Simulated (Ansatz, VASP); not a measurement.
LiCl: VASP beside Ansatz

File POSCAR:

```
LiCl
1.0
    4.0783789913      0.0000000000      0.0000000000
   -2.0391894957      3.5319798127      0.0000000000
    0.0000000000      0.0000000000      6.5188742571
Li Cl
2 2
Direct
    0.3333333333      0.6666666667     -0.0031270717
    0.6666666667      0.3333333333      0.4968729283
    0.3333333333      0.6666666667      0.3781270717
    0.6666666667      0.3333333333      0.8781270717
```

The input INCAR.step1:

```
ALGO = Normal
EDIFF = 1E-4
ENCUT = 520
GGA = PE
ISMEAR = 0
LASPH = True
LCHARG = False
LREAL = False
LWAVE = True
NBANDS = 18
NELM = 80
PREC = Accurate
SIGMA = 0.01
```

File INCAR.step2:

```
ALGO = Normal
EDIFF = 1E-7
ENCUT = 520
ISIF = 2
ISMEAR = 0
ISTART = 1
LASPH = True
LCHARG = True
LELF = True
LMIXTAU = True
LREAL = False
LVHAR = True
LWAVE = False
METAGGA = R2SCAN
NBANDS = 18
NELM = 80
PREC = Accurate
SIGMA = 0.01
```

The input KPOINTS:

```
k-points
0
Gamma
  12 12 4
```

Input for Ansatz:

```yaml
crystal:
  lattice:
    - [4.0783789913, 0.0, 0.0]
    - [-2.0391894957, 3.5319798127, 0.0]
    - [0.0, 0.0, 6.5188742571]
  atoms:
    - { symbol: Li, position: [0.3333333333, 0.6666666667, -0.0031270717] }
    - { symbol: Li, position: [0.6666666667, 0.3333333333, 0.4968729283] }
    - { symbol: Cl, position: [0.3333333333, 0.6666666667, 0.3781270717] }
    - { symbol: Cl, position: [0.6666666667, 0.3333333333, 0.8781270717] }
kpoints:
  mp_grid: { grid: [12, 12, 4] }
  band_path:
    path:
      - [0.0, 0.0, 0.0]
      - [0.5, 0.0, 0.0]
      - [0.3333333333, 0.3333333333, 0.0]
      - [0.0, 0.0, 0.5]
      - [0.5, 0.0, 0.5]
      - [0.3333333333, 0.3333333333, 0.5]
    npoints: 1
hamiltonian:
  xc: r2scan
scf:
  occupations: { method: fixed }
  n_extra_bands: 5
output:
  forces: true
  stress: true
  eigenvalues: true
```

Change from the starting cell: hydrostatic strain +4.7%.

Alike in both runs: task single point; functional r2SCAN; k mesh 12 × 12 × 4; no spin polarisation.

|  | VASP | Ansatz |
| --- | --- | --- |
| version | VASP 6.6.1 | Ansatz 0.2.0 |
| potentials or method | VASP PAW PBE potentials, release 64 (Li_sv, Cl) | plane waves, PAW |
| plane-wave cutoff (eV) | 520 | 500 |
| occupations | gaussian, width 0.01 eV | fixed |
| valence electrons in the cell | 20 | 20 |

|  | VASP | Ansatz | Ansatz less VASP |
| --- | --- | --- | --- |
| gap on the k mesh at the Fermi level (eV) | 6.26 | 6.22 | -0.040 |
| rms of the force components (eV/Å) | 0.003 | 0.003 | -0.0002 |

VASP's potentials were made for PBE, not for r2SCAN. Atom by atom the forces differ by 0.006 eV/Å (rms over components).

Noted on VASP's run: the cutoff is short for stress, so the pressure is rough.
